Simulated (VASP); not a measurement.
Write the native input for VASP 6.6.1 that does the following.

```
Task                   : single point
Functional             : PBE
Potentials or basis    : VASP PAW PBE potentials, release 64 (H)
Cutoff                 : 520 eV
k mesh                 : 6 × 6 × 6
Occupations            : gaussian, width 0.05 eV
Spin                   : collinear spin, ferromagnetic start
Starting moments       : [1.05, 1.05] μB
Dipole correction      : no
Further INCAR settings : ALGO = Normal; EDIFF = 1e-07; NBANDS = 12
```

The structure of H lies in POSCAR:

```
H
1.0
    5.5985368903      0.0000000000      0.0000000000
   -2.7992684451      4.8484751710      0.0000000000
    0.0000000000      0.0000000000      3.7252664468
H
2
Direct
    0.3333333333      0.6666666667      0.2500000000
    0.6666666667      0.3333333333      0.7500000000
```

This cell differs from its parent crystal: volume 50.560 Å^3 an atom, c/a of the conventional cell 0.6654.

The input as run:

INCAR

```
PREC     = Accurate       # precision mode
ENCUT    = 520            # plane-wave cutoff, eV
EDIFF    = 1E-7           # SCF threshold, eV
ISMEAR   = 0              # smearing method
SIGMA    = 0.05           # smearing width, eV
LREAL    = F              # projectors in reciprocal space
LASPH    = T              # aspherical terms in the spheres
NELM     = 150            # most SCF steps
ALGO     = Normal         # electronic algorithm
ISIF     = 2              # what is computed and relaxed
LWAVE    = F              # write WAVECAR
LCHARG   = F              # write CHGCAR
ISPIN    = 2              # spin polarisation
MAGMOM   = 1.05 1.05      # initial moments
LORBIT   = 11             # projections on sites
GGA      = PE             # functional
NBANDS   = 12             # bands
```

KPOINTS

```
regular mesh
0
Gamma
  6 6 6
```

Potentials or basis: VASP PAW PBE potentials, release 64 (H).

Command:

```bash
$ cat potpaw_PBE.64/H/POTCAR > POTCAR
$ mpirun -np 1 vasp_std > vasp.out
```

Results of the run:

```
Pressure                                              : 0.1 GPa
Band gap on the k mesh                                : 6.65 eV, indirect (least direct gap 7.21 eV)
Net moment                                            : 2.00 μB per cell
Site moments                                          : H +0.38 μB
Valence electrons inside the program's atomic spheres : H 0.38
```

Run time: 32 s on 1 thread of Intel(R) Xeon(R) 6975P-C (Granite Rapids), with other jobs on the host, peak memory 0.26 GiB.
